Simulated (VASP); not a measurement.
# N (Cmcm) in VASP: further runs

N is run at these levels: r2SCAN; tasks: single point.

All numbers are computed with VASP 6.6.1; they aren't measurements. Logs are shortened: lines on timing, memory, paths and dates and some standing lists are left out, and cuts for length are marked.

## (1) The cell of the first run

Symmetry: Cmcm, No. 63, orthorhombic system. Conventional cell: a = 3.629 Å, b = 6.286 Å, c = 5.890 Å, α = 90.00°, β = 90.00°, γ = 90.00°. N (site symmetry m2m) has 12 N at 3.45 to 3.71 Å within 4.5 Å.

## (2) Single point, r2SCAN (atom 1 (N) moved by (+0.000, +0.300) A along x and y)

File POSCAR:

```
N
1.0
    3.6290016496      0.0000000000      0.0000000000
   -1.8145008248      3.1428076190      0.0000000000
    0.0000000000      0.0000000000      5.8900000000
N
2
Direct
    0.3810613581      0.7621227163      0.2500000000
    0.6666666667      0.3333333333      0.7500000000
```

File INCAR.step1:

```
ALGO     = Normal         # electronic algorithm
EDIFF    = 1E-4           # SCF threshold, eV
ENCUT    = 520            # plane-wave cutoff, eV
GGA      = PE             # functional
ISMEAR   = 0              # smearing method
LASPH    = T              # aspherical terms in the spheres
LCHARG   = F              # write CHGCAR
LREAL    = F              # projectors in reciprocal space
LWAVE    = T              # write WAVECAR
NBANDS   = 12             # bands
NELM     = 100            # most SCF steps
PREC     = Accurate       # precision mode
SIGMA    = 0.15           # smearing width, eV
```

File INCAR.step2:

```
ALGO     = Normal         # electronic algorithm
EDIFF    = 1E-6           # SCF threshold, eV
ENCUT    = 520            # plane-wave cutoff, eV
ISIF     = 2              # what is computed and relaxed
ISMEAR   = 0              # smearing method
ISTART   = 1            
LASPH    = T              # aspherical terms in the spheres
LCHARG   = T              # write CHGCAR
LELF     = T              # ELF
LMIXTAU  = T            
LREAL    = F              # projectors in reciprocal space
LVHAR    = T            
LWAVE    = F              # write WAVECAR
METAGGA  = R2SCAN         # meta-GGA
NBANDS   = 12             # bands
NELM     = 100            # most SCF steps
PREC     = Accurate       # precision mode
SIGMA    = 0.15           # smearing width, eV
```

File KPOINTS:

```
k-points
0
Gamma
  15 15 8
```

Potentials or basis: VASP PAW PBE potentials, release 64 (N).

Started as:

```
> cat potpaw_PBE.64/N/POTCAR > POTCAR
> cp INCAR.step1 INCAR
> mpirun -np 1 vasp_std > vasp.out
> cp INCAR.step2 INCAR
> mpirun -np 1 vasp_std > vasp.out
```

OUTCAR:

```text
EDIFF = 1E-6
   ENCUT = 520
   ISIF = 2
   ISMEAR = 0
   ISTART = 1
   LASPH = T
   LREAL = F
   METAGGA = R2SCAN
   NELM = 100
   PREC = Accurate

 ion  position               nearest neighbor table
   1  0.381  0.762  0.250-
   2  0.667  0.333  0.750-

  LATTYP: Found a hexagonal cell.
 ALAT       =     3.6290016496
 C/A-ratio  =     1.6230359114

  Lattice vectors:

 A1 = (   3.6290016496,   0.0000000000,   0.0000000000)
 A2 = (  -1.8145008248,   3.1428076190,   0.0000000000)
 A3 = (   0.0000000000,   0.0000000000,   5.8900000000)

Analysis of symmetry for initial positions (statically):
=====================================================================
 Subroutine PRICEL returns:
 Original cell was already a primitive cell.

 Routine SETGRP: Setting up the symmetry group for a
 hexagonal supercell.

 Subroutine GETGRP returns: Found  8 space group operations
 (whereof  2 operations were pure point group operations)
 out of a pool of 24 trial point group operations.

The static configuration has the point symmetry C_1h.
 The point group associated with its full space group is D_2h.

Analysis of symmetry for dynamics (positions and initial velocities):
=====================================================================
 Subroutine PRICEL returns:
 Original cell was already a primitive cell.

 Routine SETGRP: Setting up the symmetry group for a
 hexagonal supercell.

 Subroutine GETGRP returns: Found  8 space group operations
 (whereof  2 operations were pure point group operations)
 out of a pool of 24 trial point group operations.

The dynamic configuration has the point symmetry C_1h.
 The point group associated with its full space group is D_2h.

 Subroutine INISYM returns: Found  8 space group operations
 (whereof  2 operations are pure point group operations),
 and found     1 'primitive' translations

----------------------------------------------------------------------------------------

                                     Primitive cell

  volume of cell :      67.1769

  direct lattice vectors                    reciprocal lattice vectors
     3.629001650  0.000000000  0.000000000     0.275557880  0.159093416  0.000000000
    -1.814500825  3.142807619  0.000000000     0.000000000  0.318186832  0.000000000
     0.000000000  0.000000000  5.890000000     0.000000000  0.000000000  0.169779287

  length of vectors
     3.629001650  3.629001650  5.890000000     0.318186832  0.318186832  0.169779287

  position of ions in fractional coordinates (direct lattice)
     0.381061358  0.762122716  0.250000000
     0.666666667  0.333333333  0.750000000

  ion indices of the primitive-cell ions
   primitive index   ion index
                 1           1
                 2           2

----------------------------------------------------------------------------------------

 KPOINTS: k-points

Automatic generation of k-mesh.
 Grid dimensions read from file:
 generate k-points for:   15   15    8

 Generating k-lattice:

  Cartesian coordinates                     Fractional coordinates (reciprocal lattice)
     0.018370525  0.010606228  0.000000000     0.066666667  0.000000000  0.000000000
     0.000000000  0.021212455  0.000000000     0.000000000  0.066666667  0.000000000
     0.000000000  0.000000000  0.021222411     0.000000000  0.000000000  0.125000000

  Length of vectors
     0.021212455  0.021212455  0.021222411

  Shift w.r.t. Gamma in fractional coordinates (k-lattice)
     0.000000000  0.000000000  0.000000000

 Subroutine IBZKPT returns following result:
 ===========================================

 Found    320 irreducible k-points:

 Following reciprocal coordinates:
            Coordinates               Weight
  0.000000  0.000000  0.000000      1.000000
  0.066667  0.000000  0.000000      4.000000
  0.000000  0.066667  0.000000      2.000000
  0.133333  0.000000  0.000000      4.000000
  0.000000  0.133333  0.000000      2.000000
  0.200000  0.000000  0.000000      4.000000
[... 16 lines left out ...]
 -0.266667  0.200000  0.000000      4.000000
  0.266667  0.066667  0.000000      4.000000
 [... further k-points ...]
   k-points           NKPTS =    320   k-points in BZ     NKDIM =    320   number of bands    NBANDS=     12
   number of dos      NEDOS =    301   number of ions     NIONS =      2
   total plane-waves  NPLWV =  37632
   dimension x,y,z NGX =    28 NGY =   28 NGZ =   48
   dimension x,y,z NGXF=    56 NGYF=   56 NGZF=   96
   ions per type =               2
   NGX,Y,Z   is equivalent  to a cutoff of  12.83, 12.83, 13.55 a.u.
   NGXF,Y,Z  is equivalent  to a cutoff of  25.65, 25.65, 27.10 a.u.
 SYSTEM =  unknown system
   PREC   = accura    normal or accurate (medium, high low for compatibility)
   ISTART =      1    job   : 0-new  1-cont  2-samecut
   ICHARG =      0    charge: 1-file 2-atom 10-const
   ISPIN  =      1    spin polarized calculation?
   LNONCOLLINEAR =      F non collinear calculations
   LSORBIT =      F    spin-orbit coupling
   LASPH  =      T    aspherical Exc in radial PAW
   ENCUT  =  520.0 eV  38.22 Ry    6.18 a.u.   6.75  6.75 10.95*2*pi/ulx,y,z
   NELM   =    100;   NELMIN=  2; NELMDL=  0     # of ELM steps
   EDIFF  = 0.1E-05   stopping-criterion for ELM
   LREAL  =      F    real-space projection
   EDIFFG = 0.1E-04   stopping-criterion for IOM
   NSW    =      0    number of steps for IOM
   IBRION =     -1    ionic relax: 0-MD 1-quasi-New 2-CG
   NFREE  =      0    steps in history (QN), initial steepest desc. (CG)
   ISIF   =      2    stress and relaxation
   ISYM   =      2    0-nonsym 1-usesym 2-fastsym
   POTIM  = 0.5000    time-step for ionic-motion
   TEBEG  =    0.0;   TEEND  =   0.0 temperature during run
   PSTRESS=    0.0 pullay stress
   NELECT =      10.0000    total number of electrons
   NUPDOWN=      -1.0000    fix difference up-down
   EMIN   =  10.00;   EMAX   =-10.00  energy-range for DOS
   EFERMI =   0.00;   METHOD = LEGACY
   ISMEAR =     0;   SIGMA  =   0.15  broadening in eV -4-tet -1-fermi 0-gaus
   EFERMI_NEDOS =   21; number of points for ismear=-14 and -15
   IALGO  =     38    algorithm
   IMIX   =      4    mixing-type and parameters
     AMIX     =   0.40;   BMIX     =  1.00
     AMIX_MAG =   1.60;   BMIX_MAG =  1.00
  volume/ion in A,a.u.               =      33.59       226.67
  Fermi-wavevector in a.u.,A,eV,Ry     =   0.867630  1.639584 10.242227  0.752782
  Thomas-Fermi vector in A             =   1.986192
   LORBIT       =      0    0 simple, 1 ext, 2 COOP (PROOUT), +10 PAW based schemes
   METAGGA = R2SCAN    functional components
   LHFCALC =     F    Hartree Fock is set to
   AEXX    =    0.0000 exact exchange contribution
   IVDW    =     0    specifies the selected vdW correction
   LEPSILON=     F    determine dielectric tensor
   LRPA    =     F    only Hartree local field effects (RPA)
 non-spin polarized calculation
 Gauss-broadening in eV      SIGMA  =   0.15
  energy-cutoff  :      520.00
  volume of cell :       67.18
 maximum number of plane-waves:      1834
   NGX = 13   NGY = 13   NGZ = 21

 number of electron      10.0000000 magnetization

 Free energy of the ion-electron system (eV)
  ---------------------------------------------------
  ext. energy  EPLUGINS =         0.00000000
  ---------------------------------------------------
  free energy    TOTEN  =        -2.35265438 eV

  energy without entropy =       -2.24466099  energy(sigma->0) =       -2.29865768

 E-fermi :  -5.0890     XC(G=0):  -6.2480

 val. band max:       -5.0893362349   @ k =   0.2667   0.2000   0.2500
 cond. band min:      -5.0883828285   @ k =   0.4667   0.4000   0.2500
 fundamental gap:      0.0009534064
 Fermi energy:        -5.0889773858

 k-point     1 :       0.0000    0.0000    0.0000
  band No.  band energies     occupation
      1     -17.9474      2.00000
      2     -17.6185      2.00000
      3      -6.0465      2.00000
      4      -4.8054      0.00749
      5      -4.7320      0.00076
      6      -4.6733      0.00009
      7      -4.6106      0.00001
      8      -4.6039      0.00000
      9       2.4564      0.00000
     10       6.4291      0.00000
     11       6.8411      0.00000
     12      13.0171      0.00000

 k-point     2 :       0.0667    0.0000    0.0000
  band No.  band energies     occupation
      1     -17.9363      2.00000
      2     -17.6128      2.00000
      3      -6.0257      2.00000
      4      -4.8322      0.01548
      5      -4.7705      0.00267
      6      -4.7165      0.00045
      7      -4.6237      0.00001
      8      -4.6082      0.00001
      9       2.5617      0.00000
     10       6.5246      0.00000
     11       6.8417      0.00000
     12      12.2803      0.00000

 k-point     3 :       0.0000    0.0667    0.0000
  band No.  band energies     occupation
      1     -17.9357      2.00000
      2     -17.6134      2.00000
      3      -6.0235      2.00000
      4      -4.8516      0.02519
      5      -4.7531      0.00154
      6      -4.6706      0.00008
      7      -4.6676      0.00007
      8      -4.6114      0.00001
      9       2.5607      0.00000
     10       6.5270      0.00000
     11       6.8511      0.00000
     12      12.1062      0.00000

 k-point     4 :       0.1333    0.0000    0.0000
  band No.  band energies     occupation
      1     -17.9044      2.00000
      2     -17.5967      2.00000
      3      -5.9654      2.00000
      4      -4.9624      0.23281
      5      -4.8474      0.02273
      6      -4.8228      0.01210
      7      -4.6461      0.00003
      8      -4.6215      0.00001
      9       2.8617      0.00000
     10       6.7952      0.00000
     11       6.8456      0.00000
     12      11.1276      0.00000

 k-point     5 :       0.0000    0.1333    0.0000
  band No.  band energies     occupation
      1     -17.9017      2.00000
      2     -17.5995      2.00000
      3      -5.9564      2.00000
      4      -4.9811      0.30904
      5      -4.8223      0.01192
      6      -4.8015      0.00671
      7      -4.6741      0.00009
      8      -4.6347      0.00002
      9       2.8579      0.00000
     10       6.8056      0.00000
     11       6.8845      0.00000
     12      10.9613      0.00000
[... 228 lines left out ...]
      1     -17.8187      2.00000
      2     -17.5607      2.00000
      3      -5.7944      2.00000
      4      -5.3110      1.96367
      5      -5.1466      1.41306
      6      -4.8976      0.07122
      7      -4.7188      0.00048
      8      -4.6762      0.00010
      9       3.6493      0.00000
     10       6.9069      0.00000
     11       7.4771      0.00000
     12       9.4226      0.00000

 k-point    22 :      -0.0667    0.2667    0.0000
  band No.  band energies     occupation
      1     -17.8125      2.00000
      2     -17.5672      2.00000
      3      -5.7726      2.00000
      4      -5.2765      1.92290
      5      -5.1833      1.62598
      6      -4.8930      0.06464
      7      -4.7221      0.00054
      8      -4.7059      0.00030
      9       3.6423      0.00000
     10       7.0009      0.00000
     11       7.5078      0.00000
     12       9.3546      0.00000

 k-point    23 :      -0.2667    0.2000    0.0000
  band No.  band energies     occupation
      1     -17.8227      2.00000
      2     -17.5565      2.00000
      3      -5.8085      2.00000
      4      -5.3130      1.96530
      5      -5.1397      1.36760
      6      -4.9150      0.10090
      7      -4.7064      0.00031
      8      -4.6568      0.00005
      9       3.6536      0.00000
     10       6.8565      0.00000
     11       7.4737      0.00000
     12       9.5882      0.00000

 k-point    24 :       0.2667    0.0667    0.0000
  band No.  band energies     occupation
      1     -17.7596      2.00000
      2     -17.5375      2.00000
      3      -5.6719      2.00000
      4      -5.5462      1.99998
      5      -5.3045      1.95788
      6      -4.9708      0.26509
      7      -4.7518      0.00148
      8      -4.7174      0.00046
      9       4.2503      0.00000
     10       6.9493      0.00000
     11       7.9045      0.00000
     12       8.5602      0.00000

 [... further k-points ...]
[... 5 lines left out ...]
  --------------------------------------------------------------------------------------
  -------------------------------------------------------------------------------------
  Total       -3.1077642     -3.5448643     -3.5784907     -0.0000000      0.0000000      0.0000000
  in kB      -74.1205085    -84.5453905    -85.3473848     -0.0000000      0.0000000      0.0000000
  external PRESSURE =     -81.3377612 kB  Pullay stress =       0.0000000 kB

 VOLUME and BASIS-vectors are now :
 -----------------------------------------------------------------------------
  energy-cutoff  :      520.00
  volume of cell :       67.18
      direct lattice vectors                 reciprocal lattice vectors
     3.629001650  0.000000000  0.000000000     0.275557880  0.159093416  0.000000000
    -1.814500825  3.142807619  0.000000000     0.000000000  0.318186832  0.000000000
     0.000000000  0.000000000  5.890000000     0.000000000  0.000000000  0.169779287

 POSITION                                       TOTAL-FORCE (eV/Angst)
 -----------------------------------------------------------------------------------
     -0.00000      2.39521      1.47250        -0.000000      0.220525     -0.000000
      1.81450      1.04760      4.41750         0.000000     -0.220525      0.000000
 -----------------------------------------------------------------------------------
    total drift:                               -0.000000     -0.000001      0.000000

  FREE ENERGIE OF THE ION-ELECTRON SYSTEM (eV)
  ---------------------------------------------------
  free  energy   TOTEN  =        -2.3526543763 eV

  energy  without entropy=       -2.2446609853  energy(sigma->0) =       -2.29865768
```

Run time: 7.5 min. Hardware: 1 thread of Intel Xeon 6975P-C (Granite Rapids), shared host; peak memory 0.33 GiB.

What came out:

```
Free energy            : -2.3527 eV
Pressure               : -8.1 GPa
Largest force          : 0.221 eV/Å
Band gap on the k mesh : zero (band 5 reaches -4.70 eV, above the bottom of band 6 at -5.43 eV)
```

Forces on the atoms (eV/Å):
```
N    0.000  0.221  0.000
N    0.000 -0.221  0.000
```

Levels at points of the mesh, in eV from the Fermi level:
```tsv
k point	band 3	band 4	band 5	band 6	band 7	band 8
(0.00, 0.00, 0.00)	-0.96	0.28	0.36	0.42	0.48	0.49
(0.00, 0.00, 0.50)	-0.30	-0.30	0.38	0.38	0.39	0.39
```

Caveat: the cell differs from its parent crystal (atom 1 (N) moved by (+0.000, +0.300) A along x and y); the PAW data sets were made with another functional, which shifts forces and pressure a little.

## (3) Single point, r2SCAN (atom 1 (N) moved by (+0.000, -0.300) A along x and y)

Edit POSCAR of step 2 so:

```diff
@@ -8,3 +8,3 @@
 Direct
-    0.3810613581      0.7621227163      0.2500000000
+    0.2856053085      0.5712106171      0.2500000000
     0.6666666667      0.3333333333      0.7500000000
```

File INCAR.step1:

```
SYSTEM = N
PREC = Accurate ; ENCUT = 520
ISMEAR = 0 ; SIGMA = 0.15
LREAL = .False. ; LASPH = .True.
NELM = 100 ; NBANDS = 12
GGA = PE ; ALGO = Normal
EDIFF = 1E-4 ; LWAVE = .True.
LCHARG = .False.
```

File INCAR.step2:

```
SYSTEM = N
PREC = Accurate ; ENCUT = 520
EDIFF = 1E-6 ; ISMEAR = 0
SIGMA = 0.15 ; LREAL = .False.
LASPH = .True. ; NELM = 100
ALGO = Normal ; ISIF = 2
LWAVE = .False. ; LCHARG = .True.
METAGGA = R2SCAN ; LMIXTAU = .True.
LELF = .True. ; LVHAR = .True.
NBANDS = 12 ; ISTART = 1
```

File KPOINTS:

```
regular mesh
0
Gamma
  15 15 8
  0 0 0
```

Potentials or basis: VASP PAW PBE potentials, release 64 (N).

Started as:

```
> cat potpaw_PBE.64/N/POTCAR > POTCAR
> cp INCAR.step1 INCAR
> mpirun -np 1 vasp_std > vasp.out
> cp INCAR.step2 INCAR
> mpirun -np 1 vasp_std > vasp.out
```

Wall time 7.1 min (1 thread of Intel Xeon 6975P-C (Granite Rapids), shared host); peak memory 0.33 GiB.

The run converged. Its results:

| Quantity | Value |
| --- | --- |
| Free energy | -2.3398 eV |
| Pressure | -8.1 GPa |
| Largest force | 0.100 eV/Å |
| Band gap on the k mesh | zero (band 5 reaches -4.71 eV, above the bottom of band 6 at -5.43 eV) |

Forces in eV/Å, atoms in the order of the input:
```
N    0.000 -0.100  0.000
N    0.000  0.100  0.000
```

Stress tensor (GPa, compression positive):
```
-8.50  0.00  0.00
 0.00 -7.44  0.00
 0.00  0.00 -8.34
```

Levels at points of the mesh, in eV from the Fermi level:
```tsv
k point	band 1	band 2	band 3	band 4	band 5	band 6	band 7	band 8	band 9	band 10
(0.00, 0.00, 0.00)	-12.86	-12.53	-0.95	0.28	0.36	0.41	0.48	0.48	7.54	11.51
(0.00, 0.00, 0.50)	-12.70	-12.70	-0.30	-0.30	0.38	0.38	0.39	0.39	8.96	8.96
```

Caveat: the cell differs from its parent crystal (atom 1 (N) moved by (+0.000, -0.300) A along x and y); the PAW data sets were made with another functional, which shifts forces and pressure a little.
